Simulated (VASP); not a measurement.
Write the native input for VASP 6.6.1 that does the following.

| Property | Result |
| --- | --- |
| Task | electric field gradients |
| Functional | PBE |
| Potentials or basis | VASP PAW PBE potentials, release 64 (Ti_sv) |
| Cutoff | 520 eV |
| k mesh | 13 × 13 × 7 |
| Occupations | fermi-dirac, width 0.08 eV |
| Spin | no spin polarisation |
| Dipole correction | no |
| Further INCAR settings | ALGO = Normal; EDIFF = 1e-08; NBANDS = 19 |

The structure of Ti lies in POSCAR:

```
Ti
1.0
    3.0078556446      0.0000000000      0.0000000000
   -1.5039278223      2.6048793991      0.0000000000
    0.0000000000      0.0000000000      4.7779056859
Ti
2
Direct
    0.3333333333      0.6666666667      0.2500000000
    0.6666666667      0.3333333333      0.7500000000
```

This cell differs from its parent crystal: volume scaled by 1.06.

The input as run:

INCAR

```
SYSTEM = Ti
  PREC = Accurate
  ENCUT = 520
  EDIFF = 1E-8
  ISMEAR = -1
  SIGMA = 0.08
  LREAL = .FALSE.
  LASPH = .TRUE.
  NELM = 60
  ALGO = Normal
  ISIF = 2
  LWAVE = .FALSE.
  LCHARG = .FALSE.
  GGA = PE
  LEFG = .TRUE.
  NBANDS = 19
```

KPOINTS

```
regular mesh
0
G
  13 13 7
  0 0 0
```

Potentials or basis: VASP PAW PBE potentials, release 64 (Ti_sv).

Run with:

```console
$ cat potpaw_PBE.64/Ti_sv/POTCAR > POTCAR
$ mpirun -np 1 vasp_std > vasp.out
```

Results of the run:

| Item | Value |
| --- | --- |
| Pressure | -7.3 GPa |
| Band gap on the k mesh | zero (band 12 reaches 8.30 eV, above the bottom of band 13 at 7.28 eV) |

Caveat: without QUAD_EFG the Cq values of the log hold for a quadrupole moment of 1 mb, not for the nuclei.

Wall time 45 s on 1 thread of Intel Xeon 6975P-C, with other jobs on the host, peak memory 0.18 GiB.
